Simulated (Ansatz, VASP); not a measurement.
## One calculation of GaSb, two programs

```
Sb Ga
1.0
     0.00000    3.05900    3.05900
     3.05900    0.00000    3.05900
     3.05900    3.05900    0.00000
Sb Ga
1 1
Cartesian
  4.5885 4.5885 4.5885
  0.0000 0.0000 0.0000
```

Alike in both runs: task single point; functional B3LYP; k mesh 4 × 4 × 4; occupations fermi-dirac, width 0.05 eV; no spin polarisation.

```csv
,VASP,Ansatz
version,VASP 6.6.1,Ansatz 0.2.0
potentials or method,"VASP PAW PBE potentials, release 64 (Sb_d_GW, Ga_d)",Ansatz PAW
plane-wave cutoff (eV),400,420
valence electrons in the cell,28,28
```

VASP gave:

- gap on the k mesh at the Fermi level (eV): 1.07
- least direct gap on the mesh (eV): 1.07

Problem. Estimate Ansatz's values.

Solution. gap on the k mesh at the Fermi level (eV): 0.99; least direct gap on the mesh (eV): 0.99.

VASP's potentials were made for PBE, not for B3LYP.

The k mesh is coarse, so the values compare programs but aren't converged. Spin-orbit coupling is off throughout.
